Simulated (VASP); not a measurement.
# CoO (F-43m) in VASP: single point with PBEsol

Aim: the single point of CoO with PBEsol.

All numbers are computed with VASP 6.6.1; they aren't measurements. Logs are shortened: lines on timing, memory, paths and dates and some standing lists are left out, and cuts for length are marked.

## (1) The cell of the first run

Symmetry: F-43m, No. 216, cubic system. The conventional cell has a = 4.349 Å, b = 4.349 Å, c = 4.349 Å, α = 90.00°, β = 90.00°, γ = 90.00°. Within 2.5 Å of Co (site symmetry -43m) lie 4 O at 1.88 Å. Within 2.5 Å of O (site symmetry -43m) lie 4 Co at 1.88 Å.

## (2) Single point, PBEsol, non-collinear spin, typed start, spin-orbit coupling

INCAR reads:

```
SYSTEM = CoO
PREC = Accurate
ENCUT = 520
EDIFF = 1E-6
ISMEAR = 0
SIGMA = 0.1
LREAL = .False.
LASPH = .True.
NELM = 150
ALGO = Normal
ISIF = 2
LWAVE = .False.
LCHARG = .False.
MAGMOM = 1.732 1.732 -1.732 0 0 0
LORBIT = 11
LSORBIT = .True.
GGA_COMPAT = .False.
LORBMOM = .True.
LMAXMIX = 4
GGA = PS
NBANDS = 27
```

KPOINTS reads:

```
Automatic mesh
0
Gamma
  16 16 16
  0 0 0
```

POSCAR reads:

```
CoO
1.0
    0.0000000000      2.1744804960      2.1744804960
    2.1744804960      0.0000000000      2.1744804960
    2.1744804960      2.1744804960      0.0000000000
Co O
1 1
Direct
    0.0000000000      0.0000000000      0.0000000000
    0.2500000000      0.2500000000      0.2500000000
```

Potentials or basis: VASP PAW PBE potentials, release 64 (Co, O).

On the command line:

```
cat potpaw_PBE.64/Co/POTCAR potpaw_PBE.64/O/POTCAR > POTCAR
mpirun -np 1 vasp_ncl > vasp.out
```

OUTCAR:

```text
SYSTEM = CoO
   PREC = Accurate
   ENCUT = 520
   EDIFF = 1E-6
   ISMEAR = 0
   LREAL = .False.
   LASPH = .True.
   NELM = 150
   ISIF = 2
   LORBIT = 11
   LSORBIT = .True.
   GGA = PS

 ion  position               nearest neighbor table
   1  0.000  0.000  0.000-   2 1.88   2 1.88   2 1.88   2 1.88
   2  0.250  0.250  0.250-   1 1.88   1 1.88   1 1.88   1 1.88

  LATTYP: Found a face centered cubic cell.
 ALAT       =     4.3489609920

  Lattice vectors:

 A1 = (   0.0000000000,   2.1744804960,   2.1744804960)
 A2 = (   2.1744804960,   0.0000000000,   2.1744804960)
 A3 = (   2.1744804960,   2.1744804960,   0.0000000000)

Analysis of symmetry for initial positions (statically):
=====================================================================
 Subroutine PRICEL returns:
 Original cell was already a primitive cell.

 Routine SETGRP: Setting up the symmetry group for a
 face centered cubic supercell.

 Subroutine GETGRP returns: Found 24 space group operations
 (whereof 24 operations were pure point group operations)
 out of a pool of 48 trial point group operations.

The static configuration has the point symmetry T_d .

Analysis of symmetry for dynamics (positions and initial velocities):
=====================================================================
 Subroutine PRICEL returns:
 Original cell was already a primitive cell.

 Routine SETGRP: Setting up the symmetry group for a
 face centered cubic supercell.

 Subroutine GETGRP returns: Found 24 space group operations
 (whereof 24 operations were pure point group operations)
 out of a pool of 48 trial point group operations.

The dynamic configuration has the point symmetry T_d .

Analysis of structural, dynamic, and magnetic symmetry:
=====================================================================
 Subroutine PRICEL returns:
 Original cell was already a primitive cell.

 Routine SETGRP: Setting up the symmetry group for a
 face centered cubic supercell.

 Subroutine GETGRP returns: Found  3 space group operations
 (whereof  3 operations were pure point group operations)
 out of a pool of 48 trial point group operations.

The overall configuration has the point symmetry C_3 .

 Subroutine INISYM returns: Found  3 space group operations
 (whereof  3 operations are pure point group operations),
 and found     1 'primitive' translations

----------------------------------------------------------------------------------------

                                     Primitive cell

  volume of cell :      20.5635

  direct lattice vectors                    reciprocal lattice vectors
     0.000000000  2.174480496  2.174480496    -0.229939979  0.229939979  0.229939979
     2.174480496  0.000000000  2.174480496     0.229939979 -0.229939979  0.229939979
     2.174480496  2.174480496  0.000000000     0.229939979  0.229939979 -0.229939979

  length of vectors
     3.075179809  3.075179809  3.075179809     0.398267727  0.398267727  0.398267727

  position of ions in fractional coordinates (direct lattice)
     0.000000000  0.000000000  0.000000000
     0.250000000  0.250000000  0.250000000

  ion indices of the primitive-cell ions
   primitive index   ion index
                 1           1
                 2           2

----------------------------------------------------------------------------------------

 KPOINTS: Automatic mesh

Automatic generation of k-mesh.
 Grid dimensions read from file:
 generate k-points for:   16   16   16

 Generating k-lattice:

  Cartesian coordinates                     Fractional coordinates (reciprocal lattice)
    -0.014371249  0.014371249  0.014371249     0.062500000  0.000000000  0.000000000
     0.014371249 -0.014371249  0.014371249     0.000000000  0.062500000  0.000000000
     0.014371249  0.014371249 -0.014371249     0.000000000  0.000000000  0.062500000

  Length of vectors
     0.024891733  0.024891733  0.024891733
[... 83 lines left out ...]
   LEPSILON=     F    determine dielectric tensor
   LRPA    =     F    only Hartree local field effects (RPA)
 Gauss-broadening in eV      SIGMA  =   0.10
  energy-cutoff  :      520.00
  volume of cell :       20.56
 maximum number of plane-waves:      1136
   NGX = 11   NGY = 11   NGZ = 11

 number of electron      14.9999997 magnetization       1.0529641      1.0529641     -1.0529641

 Free energy of the ion-electron system (eV)
  ---------------------------------------------------
  ext. energy  EPLUGINS =         0.00000000
  ---------------------------------------------------
  free energy    TOTEN  =       -14.29403107 eV

  energy without entropy =      -14.28439538  energy(sigma->0) =      -14.28921322

 E-fermi :   7.1059     XC(G=0): -12.0939

 val. band max:        7.1058578393   @ k =   0.5000  -0.3750  -0.4375
 cond. band min:       7.1061670821   @ k =   0.3125   0.1250   0.4375
 fundamental gap:      0.0003092428
 Fermi energy:         7.1059275883

 k-point     1 :       0.0000    0.0000    0.0000
  band No.  band energies     occupation
      1     -13.7412      1.00000
      2     -13.4384      1.00000
      3       0.3697      1.00000
      4       0.3734      1.00000
      5       0.3768      1.00000
      6       1.1312      1.00000
[... 709 lines left out ...]
     26      22.2255      0.00000
     27      25.7532      0.00000

 [... further k-points ...]
[... 5 lines left out ...]
  --------------------------------------------------------------------------------------
  -------------------------------------------------------------------------------------
  Total       -0.0033970     -0.0033970     -0.0033970      0.0012682     -0.0012682     -0.0012682
  in kB       -0.2646693     -0.2646693     -0.2646693      0.0988127     -0.0988127     -0.0988127
  external PRESSURE =      -0.2646693 kB  Pullay stress =       0.0000000 kB

 VOLUME and BASIS-vectors are now :
 -----------------------------------------------------------------------------
  energy-cutoff  :      520.00
  volume of cell :       20.56
      direct lattice vectors                 reciprocal lattice vectors
     0.000000000  2.174480496  2.174480496    -0.229939979  0.229939979  0.229939979
     2.174480496  0.000000000  2.174480496     0.229939979 -0.229939979  0.229939979
     2.174480496  2.174480496  0.000000000     0.229939979  0.229939979 -0.229939979

 POSITION                                       TOTAL-FORCE (eV/Angst)
 -----------------------------------------------------------------------------------
      0.00000      0.00000      0.00000        -0.000113     -0.000113      0.000113
      1.08724      1.08724      1.08724         0.000113      0.000113     -0.000113
 -----------------------------------------------------------------------------------
    total drift:                                0.000037      0.000037     -0.000036

  FREE ENERGIE OF THE ION-ELECTRON SYSTEM (eV)
  ---------------------------------------------------
  free  energy   TOTEN  =       -14.2940310683 eV

  energy  without entropy=      -14.2843953804  energy(sigma->0) =      -14.28921322

 orbital moment (x)

 # of ion     p       d       tot
 ----------------------------------------
  1        -0.000   0.030   0.029
  2         0.002   0.000   0.002
 ----------------------------------------
            0.002   0.030   0.032

 orbital moment (y)

 # of ion     p       d       tot
 ----------------------------------------
  1        -0.000   0.030   0.029
  2         0.002   0.000   0.002
 ----------------------------------------
            0.002   0.030   0.032

 orbital moment (z)

 # of ion     p       d       tot
 ----------------------------------------
  1         0.000  -0.030  -0.029
  2        -0.002   0.000  -0.002
 ----------------------------------------
           -0.002  -0.030  -0.032

 Spin-Orbit-Coupling matrix elements

 Ion:    1  E_soc:     -0.0221582
 l=   1
     0.0000000    -0.0002052    -0.0002052
    -0.0002052     0.0000000    -0.0002052
    -0.0002052    -0.0002052     0.0000000
 l=   2
     0.0000000    -0.0006566     0.0000000    -0.0006566    -0.0028312
    -0.0006566     0.0000000    -0.0021234    -0.0006566    -0.0007078
     0.0000000    -0.0021234     0.0000000    -0.0021234     0.0000000
    -0.0006566    -0.0006566    -0.0021234     0.0000000    -0.0007078
    -0.0028312    -0.0007078     0.0000000    -0.0007078     0.0000000
 l=   3
     0.0000000     0.0000000     0.0000000     0.0000000     0.0000000     0.0000000     0.0000000
     0.0000000     0.0000000     0.0000000     0.0000000     0.0000000     0.0000000     0.0000000
     0.0000000     0.0000000     0.0000000     0.0000000     0.0000000     0.0000000     0.0000000
     0.0000000     0.0000000     0.0000000     0.0000000     0.0000000     0.0000000     0.0000000
     0.0000000     0.0000000     0.0000000     0.0000000     0.0000000     0.0000000     0.0000000
     0.0000000     0.0000000     0.0000000     0.0000000     0.0000000     0.0000000     0.0000000
     0.0000000     0.0000000     0.0000000     0.0000000     0.0000000     0.0000000     0.0000000

 Ion:    2  E_soc:      0.0000457
 l=   1
     0.0000000     0.0000076     0.0000076
     0.0000076     0.0000000     0.0000076
     0.0000076     0.0000076     0.0000000
 l=   2
     0.0000000     0.0000000     0.0000000     0.0000000     0.0000000
     0.0000000     0.0000000     0.0000000     0.0000000     0.0000000
     0.0000000     0.0000000     0.0000000     0.0000000     0.0000000
     0.0000000     0.0000000     0.0000000     0.0000000     0.0000000
     0.0000000     0.0000000     0.0000000     0.0000000     0.0000000
 l=   3
     0.0000000     0.0000000     0.0000000     0.0000000     0.0000000     0.0000000     0.0000000
     0.0000000     0.0000000     0.0000000     0.0000000     0.0000000     0.0000000     0.0000000
     0.0000000     0.0000000     0.0000000     0.0000000     0.0000000     0.0000000     0.0000000
     0.0000000     0.0000000     0.0000000     0.0000000     0.0000000     0.0000000     0.0000000
     0.0000000     0.0000000     0.0000000     0.0000000     0.0000000     0.0000000     0.0000000
     0.0000000     0.0000000     0.0000000     0.0000000     0.0000000     0.0000000     0.0000000
     0.0000000     0.0000000     0.0000000     0.0000000     0.0000000     0.0000000     0.0000000

 total charge

# of ion       s       p       d       tot
------------------------------------------
    1        0.382   0.542   7.334   8.258
    2        1.551   3.438   0.000   4.989
--------------------------------------------------
tot          1.933   3.980   7.334  13.247

 magnetization (x)

# of ion       s       p       d       tot
------------------------------------------
    1        0.005   0.023   0.908   0.936
    2        0.009   0.085   0.000   0.094
--------------------------------------------------
tot          0.014   0.108   0.908   1.030

 magnetization (y)

# of ion       s       p       d       tot
------------------------------------------
    1        0.005   0.023   0.908   0.936
    2        0.009   0.085   0.000   0.094
--------------------------------------------------
tot          0.014   0.108   0.908   1.030

 magnetization (z)

# of ion       s       p       d       tot
------------------------------------------
    1       -0.005  -0.023  -0.908  -0.936
    2       -0.009  -0.085   0.000  -0.094
--------------------------------------------------
tot         -0.014  -0.108  -0.908  -1.030
```

It took 34 min on 1 thread of Oxide Virtual Turin-like, shared host; peak memory 1 GiB.

Results:

```
Free energy                                           : -14.2940 eV
Pressure                                              : 0.0 GPa
Net moment                                            : 1.82 μB per cell
Valence electrons inside the program's atomic spheres : Co 8.26; O 4.99
```

Moments on the atoms (μB; x, y, z):
```
Co   0.94  0.94 -0.94
O    0.09  0.09 -0.09
```

Caveat: the PAW data sets were made with another functional, which shifts forces and pressure a little; a cell with one magnetic atom can't hold antiferromagnetic order, which such compounds often take.
